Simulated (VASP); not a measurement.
# TaN: electric field gradients with PBEsol

The system is TaN.

```xyz
2
Lattice="-0.0436 2.1572 2.1572 2.1572 -0.0436 2.1572 2.1572 2.1572 -0.0436" Properties=species:S:1:pos:R:3 pbc="T T T"
Ta    2.1354    2.1354    2.1354
N     0.0000    0.0000    0.0000
```

This cell differs from its parent crystal: equal xy, yz and zx shear strains of -2 %.

| Quantity | Value |
| --- | --- |
| Program | VASP 6.6.1 |
| Task | electric field gradients |
| Functional | PBEsol |
| Potentials or basis | VASP PAW PBE potentials, release 64 (Ta_pv, N) |
| Cutoff | 520 eV |
| k mesh | 9 × 9 × 9 |
| Occupations | fermi-dirac, width 0.02 eV |
| Spin | no spin polarisation |
| Dipole correction | no |
| Further INCAR settings | ALGO = Normal; EDIFF = 1e-08; NBANDS = 15 |

The pressure is 5.6 GPa and the band gap on the k mesh is zero (band 8 reaches 11.36 eV, above the bottom of band 9 at 7.31 eV).

Stress tensor (GPa, compression positive):
```
5.57 0.86 0.86
0.86 5.57 0.86
0.86 0.86 5.57
```

Levels at points of the mesh, in eV from the Fermi level:
| k point | band 4 | band 5 | band 6 | band 7 | band 8 | band 9 | band 10 | band 11 | band 12 | band 13 |
| --- | --- | --- | --- | --- | --- | --- | --- | --- | --- | --- |
| (0.00, 0.00, 0.00) | -18.90 | -3.79 | -3.79 | -3.62 | -2.24 | -2.24 | -1.76 | 0.18 | 0.18 | 1.95 |

Electric field gradients, principal values (V/Å²):
```tsv
atom	least	middle	greatest (by size)
1 Ta	-2.608	-2.608	5.217
2 N	0.630	0.630	-1.259
```

Run time: 18 s on 1 thread of Intel Xeon 6975P-C (shared host), peak memory 0.16 GiB.

Caveat: the cell differs from its parent crystal (equal xy, yz and zx shear strains of -2 %); without QUAD_EFG the Cq values of the log hold for a quadrupole moment of 1 mb, not for the nuclei; the PAW data sets were made with another functional, which shifts forces and pressure a little; spin-orbit coupling is left out, which moves the levels of the heavy elements.
